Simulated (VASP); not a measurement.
CaO:

```
Ca O
1.0
     0.00000    2.40356    2.40356
     2.40356    0.00000    2.40356
     2.40356    2.40356    0.00000
Ca O
1 1
Direct
  0.00000 0.00000 0.00000
  0.50000 0.50000 0.50000
```

- Program: VASP 6.6.1
- Task: relaxation of cell and atoms
- Functional: RPBE
- Dispersion: D3(BJ)
- Potentials or basis: VASP PAW PBE potentials, release 64 (Ca_sv, O)
- Cutoff: 600 eV
- k mesh: 10 × 10 × 10
- Occupations: fermi-dirac, width 0.05 eV
- Spin: no spin polarisation

At the start: pressure -16.8 GPa; volume 13.89 Å³/atom.

Task: How do energy, volume and symmetry change on relaxing?

Result: Over 3 steps the energy falls by 108.5 meV/atom and the volume is 12.08 Å³/atom (-13.0 %); space group Fm-3m (No. 225, to 0.1 Å) before and after.

Step by step:
```tsv
step	energy change (eV)	largest force (eV/Å)	pressure (GPa)	volume (Å³)
1	0.0000	0.0000	-16.84	27.77
2	-0.1340	0.0000	15.54	22.31
3	-0.2169	0.0000	-0.12	24.16
```

Final structure:
```
CELL_PARAMETERS angstrom
0.00000 2.29459 2.29459
2.29459 0.00000 2.29459
2.29459 2.29459 0.00000
ATOMIC_POSITIONS crystal
Ca 0.00000 0.00000 0.00000
O 0.50000 0.50000 0.50000
```

Caveat: the PAW data sets were made with another functional, which shifts forces and pressure a little.
